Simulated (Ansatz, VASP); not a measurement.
## As in VASP and in Ansatz

```xyz
3
Lattice="5.0626 0.0000 0.0000 -2.5313 4.3844 0.0000 0.0000 0.0000 3.1036" Properties=species:S:1:pos:R:3 pbc="T T T"
As    0.0000    0.0000    0.0000
As    0.0000    2.9229    1.5518
As    2.5313    1.4615    1.5518
```

Alike in both runs: task relaxation of cell and atoms; functional r2SCAN; k mesh 6 × 6 × 6; occupations gaussian, width 0.1 eV; no spin polarisation.

|  | VASP | Ansatz |
| --- | --- | --- |
| version | VASP 6.6.1 | Ansatz 0.2.0 |
| potentials or method | VASP PAW PBE potentials, release 64 (As), cutoff 600 eV | scalar-relativistic, plane waves, PAW |
| valence electrons in the cell | 15 | 45 |

Ansatz gave:

| Quantity | Value |
| --- | --- |
| gap on the k mesh at the Fermi level, each at its own relaxed structure (eV) | none |
| relaxed volume (Å³/atom) | 19.17 |
| relaxed length of the cell vector where the two differ most in proportion (Å) | 4.915 |

**Question.** Estimate VASP's values.

**Answer.** gap on the k mesh at the Fermi level, each at its own relaxed structure (eV): none; relaxed volume (Å³/atom): 19.14; relaxed length of the cell vector where the two differ most in proportion (Å): 4.912.

VASP's potentials were made for PBE, not for r2SCAN. A gap of «none» marks a metal or a gap that the smearing closes. VASP's potentials hold 15 valence electrons a cell and Ansatz's 45, so a difference there can come from the potentials and not from the codes.

Noted on VASP's run: the volume moved by over 15 % at a fixed basis, so the end points are rough.
